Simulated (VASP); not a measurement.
Set up this calculation in VASP 6.6.1, as the native input.

| Item | Value |
| --- | --- |
| Task | G0W0 quasiparticle levels |
| Functional | PBE |
| Potentials or basis | VASP PAW PBE potentials, release 64 (B_GW, N_GW) |
| Cutoff | 500 eV |
| k mesh | 6 × 6 × 4 |
| Occupations | gaussian, width 0.01 eV |
| Spin | no spin polarisation |
| Dipole correction | no |
| GW scheme | G0W0 |
| GW iterations | 1 |
| Cutoff of the response function | 80 |
| Frequency points | 48 |
| Empty bands | 38 |
| Further INCAR settings | ALGO = EVGW0; EDIFF = 1e-08; NBANDS = 46 |

BN:

```
B N
1.0
     2.54395    0.00000    0.00000
    -1.27197    2.20312    0.00000
     0.00000    0.00000    4.20782
B N
2 2
Cartesian
  1.2720 0.7344 0.0009
  0.0000 1.4687 2.1048
  1.2720 0.7344 1.5771
  0.0000 1.4687 3.6810
```

These files were run (other wordings do the same):

POSCAR

```
BN
1.0
    2.5439493114      0.0000000000      0.0000000000
   -1.2719746557      2.2031247296      0.0000000000
    0.0000000000      0.0000000000      4.2078167820
B N
2 2
Direct
    0.6666666667      0.3333333333      0.0002035746
    0.3333333333      0.6666666667      0.5002035746
    0.6666666667      0.3333333333      0.3747964254
    0.3333333333      0.6666666667      0.8747964254
```

INCAR.step1

```
SYSTEM = BN
  PREC = Accurate
  ENCUT = 500
  EDIFF = 1E-8
  ISMEAR = 0
  SIGMA = 0.01
  LREAL = .False.
  LASPH = .True.
  NELM = 60
  ALGO = Normal
  LWAVE = .True.
  LCHARG = .False.
  GGA = PE
```

INCAR.step2

```
SYSTEM = BN
  PREC = Accurate
  ENCUT = 500
  EDIFF = 1E-8
  ISMEAR = 0
  SIGMA = 0.01
  LREAL = .False.
  LASPH = .True.
  NELM = 1
  ALGO = Exact
  LWAVE = .True.
  LCHARG = .False.
  GGA = PE
  NBANDS = 46
  LOPTICS = .True.
  ISTART = 1
```

INCAR.step3

```
SYSTEM = BN
  PREC = Accurate
  ENCUT = 500
  EDIFF = 1E-8
  ISMEAR = 0
  SIGMA = 0.01
  LREAL = .False.
  LASPH = .True.
  ALGO = EVGW0
  LWAVE = .False.
  LCHARG = .False.
  GGA = PE
  NELMGW = 1
  NBANDS = 46
  ENCUTGW = 80.0
  NOMEGA = 48
  PRECFOCK = Fast
  ISTART = 1
  NBANDSGW = 16
```

KPOINTS

```
regular mesh
0
Gamma
  6 6 4
  0 0 0
```

Potentials or basis: VASP PAW PBE potentials, release 64 (B_GW, N_GW).

The run is started by

```bash
$ cat potpaw_PBE.64/B_GW/POTCAR potpaw_PBE.64/N_GW/POTCAR > POTCAR
$ cp INCAR.step1 INCAR
$ mpirun -np 1 vasp_std > vasp.out
$ cp INCAR.step2 INCAR
$ mpirun -np 1 vasp_std > vasp.out
$ cp INCAR.step3 INCAR
$ mpirun -np 1 vasp_std > vasp.out
```

Results of the run:

```
Quasiparticle gap                                   : 6.37 eV
Least direct quasiparticle gap                      : 10.05 eV
Band gap of the starting levels on the mesh         : 5.19 eV
Least direct gap of the starting levels on the mesh : 8.32 eV
```

Caveat: the k points lie up to 0.48 Å⁻¹ apart; bands, screening cutoff and mesh are small and nothing is extrapolated, so the quasiparticle values aren't converged.

Run time: 110 s on 1 thread of Intel(R) Xeon(R) Platinum 8559C (Emerald Rapids) (shared host), peak memory 0.33 GiB.
